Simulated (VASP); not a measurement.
Input of a VASP 6.6.1 run:

File INCAR:

```
PREC     = Accurate       # precision mode
ENCUT    = 500            # plane-wave cutoff, eV
EDIFF    = 1E-7           # SCF threshold, eV
ISMEAR   = 0              # smearing method
SIGMA    = 0.1            # smearing width, eV
LREAL    = False          # projectors in reciprocal space
LASPH    = True           # aspherical terms in the spheres
NELM     = 200            # most SCF steps
ALGO     = Normal         # electronic algorithm
ISIF     = 3              # what is computed and relaxed
LWAVE    = False          # write WAVECAR
LCHARG   = False          # write CHGCAR
GGA      = PE             # functional
IBRION   = 2              # ionic algorithm
NSW      = 100            # ionic steps
EDIFFG   = -0.01          # ionic threshold
GGA_COMPAT= False        
NELMIN   = 4            
LMAXMIX  = 6              # l up to which the mixer works
```

Contents of KPOINTS:

```
regular mesh
0
Gamma
  6 6 6
```

The input POSCAR:

```
Er3Se
1.0
    6.1305741400      0.0000000000      0.0000000000
    0.0000000000      6.1305741400      0.0000000000
    0.0000000000      0.0000000000      6.1305741400
Er Se
6 2
Direct
    0.2500000000      0.0000000000      0.5000000000
    0.5000000000      0.7500000000      0.0000000000
    0.7500000000      0.0000000000      0.5000000000
    0.5000000000      0.2500000000      0.0000000000
    0.0000000000      0.5000000000      0.7500000000
    0.0000000000      0.5000000000      0.2500000000
    0.0000000000      0.0000000000      0.0000000000
    0.5000000000      0.5000000000      0.5000000000
```

Potentials or basis: VASP PAW PBE potentials, release 64 (Er_3, Se), 4f in core.

Run with:

```sh
$ cat potpaw_PBE.64/Er_3/POTCAR potpaw_PBE.64/Se/POTCAR > POTCAR
$ mpirun -np 1 vasp_std > vasp.out
```

Estimate the band gap on the k mesh.

zero (bands 33 and 34 overlap by 1.21 eV).

What does it give for the space group after relaxing (to 0.1 Å)?

Pm-3n (No. 223).

Predict the relaxed cell.

a = 5.984 Å, b = 5.984 Å, c = 5.984 Å, α = 90.00°, β = 90.00°, γ = 90.00°.

Final structure:
```
CELL_PARAMETERS angstrom
5.98435 0.00000 0.00000
0.00000 5.98435 0.00000
0.00000 0.00000 5.98435
ATOMIC_POSITIONS crystal
Er 0.25000 0.00000 0.50000
Er 0.50000 0.75000 0.00000
Er 0.75000 0.00000 0.50000
Er 0.50000 0.25000 0.00000
Er 0.00000 0.50000 0.75000
Er 0.00000 0.50000 0.25000
Se 0.00000 0.00000 0.00000
Se 0.50000 0.50000 0.50000
```

Caveat: spin-orbit coupling is left out, which moves the levels of the heavy elements; the 4f electrons are frozen in the core, so they carry no moment and show no levels; the run has no spin polarisation, though such a crystal can be magnetic. With open d or f shells a metallic result of PBE can be an artefact of self-interaction; +U or a hybrid may open a gap.
